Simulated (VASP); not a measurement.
# ZnAu (Pm-3m) in VASP: a series of runs

The runs below take ZnAu through single point, with PBEsol.

Everything below comes from runs of VASP 6.6.1. Logs are shortened: lines on timing, memory, paths and dates and some standing lists are left out, and cuts for length are marked.

## 1. The cell of the first run

The structure is cubic, space group Pm-3m (No. 221). Conventional cell: a = 3.181 Å, b = 3.181 Å, c = 3.181 Å, α = 90.00°, β = 90.00°, γ = 90.00°. Within 3.6 Å of Zn (site symmetry m-3m) lie 8 Au at 2.76 Å and 6 Zn at 3.18 Å. Au (site symmetry m-3m) has 8 Zn at 2.76 Å and 6 Au at 3.18 Å within 3.6 Å.

## 2. Single point, PBEsol (16.10 Å³/atom)

INCAR reads:

```
ALGO = Normal
EDIFF = 1E-6
ENCUT = 520
GGA = PS
ISIF = 2
ISMEAR = -1
LASPH = T
LCHARG = F
LREAL = F
LWAVE = F
NBANDS = 18
NELM = 80
PREC = Accurate
SIGMA = 0.05
```

KPOINTS reads:

```
k-points
0
Gamma
  13 13 13
```

POSCAR reads:

```
ZnAu
1.0
    3.1812431772      0.0000000000      0.0000000000
    0.0000000000      3.1812431772      0.0000000000
    0.0000000000      0.0000000000      3.1812431772
Zn Au
1 1
Direct
    0.5000000000      0.5000000000      0.5000000000
    0.0000000000      0.0000000000      0.0000000000
```

Potentials or basis: VASP PAW PBE potentials, release 64 (Zn, Au).

Run with:

```
$ cat potpaw_PBE.64/Zn/POTCAR potpaw_PBE.64/Au/POTCAR > POTCAR
$ mpirun -np 1 vasp_std > vasp.out
```

OUTCAR:

```text
EDIFF = 1E-6
   ENCUT = 520
   GGA = PS
   ISIF = 2
   ISMEAR = -1
   LASPH = T
   LREAL = F
   NELM = 80
   PREC = Accurate

 ion  position               nearest neighbor table
   1  0.500  0.500  0.500-   2 2.76   2 2.76   2 2.76   2 2.76   2 2.76   2 2.76   2 2.76   2 2.76

   2  0.000  0.000  0.000-   1 2.76   1 2.76   1 2.76   1 2.76   1 2.76   1 2.76   1 2.76   1 2.76

  LATTYP: Found a simple cubic cell.
 ALAT       =     3.1812431772

  Lattice vectors:

 A1 = (   3.1812431772,   0.0000000000,   0.0000000000)
 A2 = (   0.0000000000,   3.1812431772,   0.0000000000)
 A3 = (   0.0000000000,   0.0000000000,   3.1812431772)

Analysis of symmetry for initial positions (statically):
=====================================================================
 Subroutine PRICEL returns:
 Original cell was already a primitive cell.

 Routine SETGRP: Setting up the symmetry group for a
 simple cubic supercell.

 Subroutine GETGRP returns: Found 48 space group operations
 (whereof 48 operations were pure point group operations)
 out of a pool of 48 trial point group operations.

The static configuration has the point symmetry O_h .

Analysis of symmetry for dynamics (positions and initial velocities):
=====================================================================
 Subroutine PRICEL returns:
 Original cell was already a primitive cell.

 Routine SETGRP: Setting up the symmetry group for a
 simple cubic supercell.

 Subroutine GETGRP returns: Found 48 space group operations
 (whereof 48 operations were pure point group operations)
 out of a pool of 48 trial point group operations.

The dynamic configuration has the point symmetry O_h .

 Subroutine INISYM returns: Found 48 space group operations
 (whereof 48 operations are pure point group operations),
 and found     1 'primitive' translations

----------------------------------------------------------------------------------------

                                     Primitive cell

  volume of cell :      32.1952

  direct lattice vectors                    reciprocal lattice vectors
     3.181243177  0.000000000  0.000000000     0.314342521  0.000000000  0.000000000
     0.000000000  3.181243177  0.000000000     0.000000000  0.314342521  0.000000000
     0.000000000  0.000000000  3.181243177     0.000000000  0.000000000  0.314342521

  length of vectors
     3.181243177  3.181243177  3.181243177     0.314342521  0.314342521  0.314342521

  position of ions in fractional coordinates (direct lattice)
     0.500000000  0.500000000  0.500000000
     0.000000000  0.000000000  0.000000000

  ion indices of the primitive-cell ions
   primitive index   ion index
                 1           1
                 2           2

----------------------------------------------------------------------------------------

 KPOINTS: k-points

Automatic generation of k-mesh.
 Grid dimensions read from file:
 generate k-points for:   13   13   13

 Generating k-lattice:

  Cartesian coordinates                     Fractional coordinates (reciprocal lattice)
     0.024180194  0.000000000  0.000000000     0.076923077  0.000000000  0.000000000
     0.000000000  0.024180194  0.000000000     0.000000000  0.076923077  0.000000000
     0.000000000  0.000000000  0.024180194     0.000000000  0.000000000  0.076923077

  Length of vectors
     0.024180194  0.024180194  0.024180194

  Shift w.r.t. Gamma in fractional coordinates (k-lattice)
     0.000000000  0.000000000  0.000000000

 Subroutine IBZKPT returns following result:
 ===========================================

 Found     84 irreducible k-points:

 Following reciprocal coordinates:
            Coordinates               Weight
  0.000000  0.000000  0.000000      1.000000
  0.076923  0.000000  0.000000      6.000000
  0.153846  0.000000  0.000000      6.000000
  0.230769  0.000000  0.000000      6.000000
  0.307692  0.000000  0.000000      6.000000
  0.384615  0.000000  0.000000      6.000000
[... 16 lines left out ...]
  0.307692  0.307692  0.000000     12.000000
  0.384615  0.307692  0.000000     24.000000
 [... further k-points ...]
   k-points           NKPTS =     84   k-points in BZ     NKDIM =     84   number of bands    NBANDS=     18
   number of dos      NEDOS =    301   number of ions     NIONS =      2
   total plane-waves  NPLWV =  13824
   dimension x,y,z NGX =    24 NGY =   24 NGZ =   24
   dimension x,y,z NGXF=    48 NGYF=   48 NGZF=   48
   ions per type =               1   1
   NGX,Y,Z   is equivalent  to a cutoff of  12.54, 12.54, 12.54 a.u.
   NGXF,Y,Z  is equivalent  to a cutoff of  25.08, 25.08, 25.08 a.u.
 SYSTEM =  unknown system
   PREC   = accura    normal or accurate (medium, high low for compatibility)
   ISTART =      0    job   : 0-new  1-cont  2-samecut
   ICHARG =      2    charge: 1-file 2-atom 10-const
   ISPIN  =      1    spin polarized calculation?
   LNONCOLLINEAR =      F non collinear calculations
   LSORBIT =      F    spin-orbit coupling
   LASPH  =      T    aspherical Exc in radial PAW
   ENCUT  =  520.0 eV  38.22 Ry    6.18 a.u.   5.92  5.92  5.92*2*pi/ulx,y,z
   NELM   =     80;   NELMIN=  2; NELMDL= -5     # of ELM steps
   EDIFF  = 0.1E-05   stopping-criterion for ELM
   LREAL  =      F    real-space projection
   EDIFFG = 0.1E-04   stopping-criterion for IOM
   NSW    =      0    number of steps for IOM
   IBRION =     -1    ionic relax: 0-MD 1-quasi-New 2-CG
   NFREE  =      0    steps in history (QN), initial steepest desc. (CG)
   ISIF   =      2    stress and relaxation
   ISYM   =      2    0-nonsym 1-usesym 2-fastsym
   POTIM  = 0.5000    time-step for ionic-motion
   TEBEG  =    0.0;   TEEND  =   0.0 temperature during run
   PSTRESS=    0.0 pullay stress
   NELECT =      23.0000    total number of electrons
   NUPDOWN=      -1.0000    fix difference up-down
   EMIN   =  10.00;   EMAX   =-10.00  energy-range for DOS
   EFERMI =   0.00;   METHOD = LEGACY
   ISMEAR =    -1;   SIGMA  =   0.05  broadening in eV -4-tet -1-fermi 0-gaus
   EFERMI_NEDOS =   21; number of points for ismear=-14 and -15
   IALGO  =     38    algorithm
   IMIX   =      4    mixing-type and parameters
     AMIX     =   0.40;   BMIX     =  1.00
     AMIX_MAG =   1.60;   BMIX_MAG =  1.00
  volume/ion in A,a.u.               =      16.10       108.63
  Fermi-wavevector in a.u.,A,eV,Ry     =   1.463482  2.765579 29.140661  2.141778
  Thomas-Fermi vector in A             =   2.579571
   LORBIT       =      0    0 simple, 1 ext, 2 COOP (PROOUT), +10 PAW based schemes
   GGA     = PS    functional components
   LHFCALC =     F    Hartree Fock is set to
   AEXX    =    0.0000 exact exchange contribution
   IVDW    =     0    specifies the selected vdW correction
   LEPSILON=     F    determine dielectric tensor
   LRPA    =     F    only Hartree local field effects (RPA)
 non-spin polarized calculation
  energy-cutoff  :      520.00
  volume of cell :       32.20
 maximum number of plane-waves:       891
 NGX is ok and might be reduce to    24
   NGX = 11   NGY = 11   NGZ = 11

 number of electron      23.0000037 magnetization

 Free energy of the ion-electron system (eV)
  ---------------------------------------------------
  ext. energy  EPLUGINS =         0.00000000
  ---------------------------------------------------
  free energy    TOTEN  =        -5.92335892 eV

  energy without entropy =       -5.91693104  energy(sigma->0) =       -5.92014498

 E-fermi :   6.5290     XC(G=0): -12.3511

 val. band max:        6.4973078210   @ k =   0.4615   0.3846   0.2308
 cond. band min:       6.5370533998   @ k =   0.4615   0.3077   0.3077
 fundamental gap:      0.0397455788
 Fermi energy:         6.5289816933

 k-point     1 :       0.0000    0.0000    0.0000
  band No.  band energies     occupation
      1      -3.8440      2.00000
      2      -1.4255      2.00000
      3      -1.4255      2.00000
      4      -0.7982      2.00000
      5      -0.7982      2.00000
      6      -0.7982      2.00000
[... 10 lines left out ...]
     17      18.4093      0.00000
     18      24.6869      0.00000

 k-point     2 :       0.0769    0.0000    0.0000
  band No.  band energies     occupation
      1      -3.7415      2.00000
      2      -1.4045      2.00000
      3      -1.3967      2.00000
      4      -0.7996      2.00000
      5      -0.7996      2.00000
      6      -0.7902      2.00000
[... 10 lines left out ...]
     17      18.8888      0.00000
     18      24.5545      0.00000

 k-point     3 :       0.1538    0.0000    0.0000
  band No.  band energies     occupation
      1      -3.4389      2.00000
      2      -1.3448      2.00000
      3      -1.3175      2.00000
      4      -0.8030      2.00000
      5      -0.8030      2.00000
      6      -0.7679      2.00000
[... 10 lines left out ...]
     17      20.3603      0.00000
     18      24.2548      0.00000

 k-point     4 :       0.2308    0.0000    0.0000
  band No.  band energies     occupation
      1      -2.9528      2.00000
      2      -1.2561      2.00000
      3      -1.2074      2.00000
      4      -0.8066      2.00000
      5      -0.8066      2.00000
      6      -0.7358      2.00000
[... 375 lines left out ...]
      4      -0.8675      2.00000
      5      -0.7861      2.00000
      6       0.2597      2.00000
[... 10 lines left out ...]
     17      19.0202      0.00000
     18      20.4757      0.00000

 k-point    23 :       0.3077    0.3077    0.0000
  band No.  band energies     occupation
      1      -1.6529      2.00000
      2      -1.2260      2.00000
      3      -0.9989      2.00000
      4      -0.8338      2.00000
      5      -0.7800      2.00000
      6      -0.2601      2.00000
[... 10 lines left out ...]
     17      20.6946      0.00000
     18      20.9274      0.00000

 k-point    24 :       0.3846    0.3077    0.0000
  band No.  band energies     occupation
      1      -1.5527      2.00000
      2      -1.2897      2.00000
      3      -1.0212      2.00000
      4      -0.9065      2.00000
      5      -0.6951      2.00000
      6       0.0700      2.00000
[... 10 lines left out ...]
     17      20.1780      0.00000
     18      20.3290      0.00000

 [... further k-points ...]

------------------------ aborting loop because EDIFF is reached ----------------------------------------

  FORCE on cell =-STRESS in cart. coord.  units (eV):
  Direction    XX          YY          ZZ          XY          YZ          ZX
  --------------------------------------------------------------------------------------
  -------------------------------------------------------------------------------------
  Total       -1.2382993     -1.2382993     -1.2382993     -0.0000000     -0.0000000      0.0000000
  in kB      -61.6233938    -61.6233938    -61.6233938     -0.0000000     -0.0000000      0.0000000
  external PRESSURE =     -61.6233938 kB  Pullay stress =       0.0000000 kB

 VOLUME and BASIS-vectors are now :
 -----------------------------------------------------------------------------
  energy-cutoff  :      520.00
  volume of cell :       32.20
      direct lattice vectors                 reciprocal lattice vectors
     3.181243177  0.000000000  0.000000000     0.314342521  0.000000000  0.000000000
     0.000000000  3.181243177  0.000000000     0.000000000  0.314342521  0.000000000
     0.000000000  0.000000000  3.181243177     0.000000000  0.000000000  0.314342521

 POSITION                                       TOTAL-FORCE (eV/Angst)
 -----------------------------------------------------------------------------------
      1.59062      1.59062      1.59062         0.000000      0.000000      0.000000
      0.00000      0.00000      0.00000         0.000000      0.000000      0.000000
 -----------------------------------------------------------------------------------
    total drift:                                0.000000      0.000000     -0.000000

  FREE ENERGIE OF THE ION-ELECTRON SYSTEM (eV)
  ---------------------------------------------------
  free  energy   TOTEN  =        -5.9233589243 eV

  energy  without entropy=       -5.9169310378  energy(sigma->0) =       -5.92014498
```

Run time: 50 s. Hardware: 1 thread of Intel Xeon 8259CL, shared host; peak memory 0.18 GiB.

Results:

```yaml
Free_energy: -5.9234 eV
Pressure: -6.2 GPa
Band_gap_on_the_k_mesh: zero (an odd number of electrons rules out a gap without spin polarisation)
```

Caveat: the cell stands under tension; the PAW data sets were made with another functional, which shifts forces and pressure a little; spin-orbit coupling is left out, which moves the levels of the heavy elements.

## 3. Single point, PBEsol (16.57 Å³/atom)

This run uses another cell than the first one, of 16.57 Å³/atom.

INCAR reads:

```
PREC = Accurate ; ENCUT = 520
EDIFF = 1E-7 ; ISMEAR = -1
SIGMA = 0.05 ; LREAL = False
LASPH = True ; NELM = 80
ALGO = Normal ; ISIF = 2
LWAVE = False ; LCHARG = False
GGA = PS ; NBANDS = 18
```

KPOINTS reads:

```
regular mesh
0
Gamma
  13 13 13
```

POSCAR reads:

```
ZnAu
1.0
    3.2118339305      0.0000000000      0.0000000000
    0.0000000000      3.2118339305      0.0000000000
    0.0000000000      0.0000000000      3.2118339305
Zn Au
1 1
Direct
    0.5000000000      0.5000000000      0.5000000000
    0.0000000000      0.0000000000      0.0000000000
```

Potentials or basis: VASP PAW PBE potentials, release 64 (Zn, Au).

Run with:

```
$ cat potpaw_PBE.64/Zn/POTCAR potpaw_PBE.64/Au/POTCAR > POTCAR
$ mpirun -np 1 vasp_std > vasp.out
```

It took 55 s on 1 thread of Intel Xeon 8259CL, shared host; peak memory 0.18 GiB.

The run converged. Its results:

```yaml
Free_energy: -5.8794 eV
Pressure: -9.0 GPa
Band_gap_on_the_k_mesh: zero (an odd number of electrons rules out a gap without spin polarisation)
```

Levels at points of the mesh, in eV from the Fermi level:
```csv
k point,band 8,band 9,band 10,band 11,band 12,band 13,band 14,band 15
"(0.00, 0.00, 0.00)",-5.17,-3.62,-3.62,-3.62,4.88,4.88,4.88,8.08
```

Caveat: the cell stands under tension; the PAW data sets were made with another functional, which shifts forces and pressure a little; spin-orbit coupling is left out, which moves the levels of the heavy elements.
